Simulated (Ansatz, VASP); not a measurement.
# One calculation of MnF2, two programs

```
CELL_PARAMETERS angstrom
4.87340 0.00000 0.00000
0.00000 4.87340 0.00000
0.00000 0.00000 3.30990
ATOMIC_POSITIONS crystal
Mn 0.00000 0.00000 0.00000
Mn 0.50000 0.50000 0.50000
F 0.30500 0.30500 0.00000
F 0.19500 0.80500 0.50000
F 0.69500 0.69500 0.00000
F 0.80500 0.19500 0.50000
```

Alike in both runs: task single point; functional PBEsol; k mesh 4 × 4 × 6; occupations gaussian, width 0.05 eV; collinear spin; Hubbard terms Mn d U = 4.0 eV.

|  | VASP | Ansatz |
| --- | --- | --- |
| version | VASP 6.6.1 | Ansatz 0.2.0 |
| potentials or method | VASP PAW PBE potentials, release 64 (Mn_pv, F), cutoff 520 eV | scalar-relativistic, plane waves, PAW |
| valence electrons in the cell | 54 | 58 |

VASP gave:

```
gap on the k mesh at the Fermi level (eV)                     : 2.25
least direct gap on the mesh (eV)                             : 2.25
pressure (GPa)                                                : 0.6
traceless stress, the component that is largest in VASP (GPa) : -0.11
rms of the force components (eV/Å)                            : 0.004
net moment per atom (μB)                                      : 1.67
size of the moment on the site where the two differ most (μB) : 4.68
```

Question: Which values does Ansatz return?

Answer: gap on the k mesh at the Fermi level (eV): 2.28; least direct gap on the mesh (eV): 2.28; pressure (GPa): 1.6; traceless stress, the component that is largest in VASP (GPa): 0.06; rms of the force components (eV/Å): 0.004; net moment per atom (μB): 1.67; size of the moment on the site where the two differ most (μB): 4.23.

VASP's potentials were made for PBE, not for PBEsol. Site moments also hang on the region over which each program counts them. The programs project onto different local orbitals, so the same U acts differently, and such runs can settle in different states. Atom by atom the forces differ by 0.000 eV/Å (rms over components). VASP's potentials hold 54 valence electrons a cell and Ansatz's 58, so a difference there can come from the potentials and not from the codes.
